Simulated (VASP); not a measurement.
Wanted: the native input for a VASP 6.6.1 run.

```yaml
Task: relaxation of cell and atoms
Functional: LDA
Potentials_or_basis: VASP PAW LDA potentials, release 64 (Ca_sv)
Cutoff: 500 eV
k_mesh: 5 × 5 × 3
Occupations: methfessel-paxton, width 0.1 eV
Spin: no spin polarisation
Dipole_correction: no
Further_INCAR_settings: ALGO = Normal; EDIFF = 1e-07; IBRION = 2; EDIFFG = -0.01; NSW = 80; ISIF = 3
```

The structure of Ca lies in POSCAR:

```
Ca
1.0
    3.9500000000      0.0000000000      0.0000000000
   -1.9750000000      3.4208003449      0.0000000000
    0.0000000000      0.0000000000      6.4503500000
Ca
2
Direct
    0.3333333333      0.6666666667      0.2500000000
    0.6666666667      0.3333333333      0.7500000000
```

This isn't the form of Ca at room conditions, which is fcc.

One way to write it, as run:

INCAR

```
PREC = Accurate ; ENCUT = 500
EDIFF = 1E-7 ; ISMEAR = 1
SIGMA = 0.1 ; LREAL = F
LASPH = T ; NELM = 120
ALGO = Normal ; ISIF = 3
LWAVE = F ; LCHARG = F
IBRION = 2 ; NSW = 80
EDIFFG = -0.01 ; GGA_COMPAT = F
NELMIN = 4
```

KPOINTS

```
regular mesh
0
Gamma
  5 5 3
```

Potentials or basis: VASP PAW LDA potentials, release 64 (Ca_sv).

Command:

```console
$ cat potpaw_LDA.64/Ca_sv/POTCAR > POTCAR
$ mpirun -np 1 vasp_std > vasp.out
```

It gave:

The relaxed volume is 38.51 Å³/atom and the relaxed cell is a = 3.766 Å, b = 3.766 Å, c = 6.272 Å, α = 90.00°, β = 90.00°, γ = 120.00°. The space group after relaxing (to 0.1 Å) is P6_3/mmc (No. 194). The energy gained by relaxing is 33.8 meV/atom and the ionic steps are 7. The pressure after relaxing is 0.0 GPa and the band gap on the k mesh is zero (bands 10 and 11 overlap by 0.16 eV).

Caveat: the k points lie up to 0.39 Å⁻¹ apart in the final cell.

It took 120 s on 1 thread of Intel Xeon 8259CL, on a shared host, peak memory 0.17 GiB.
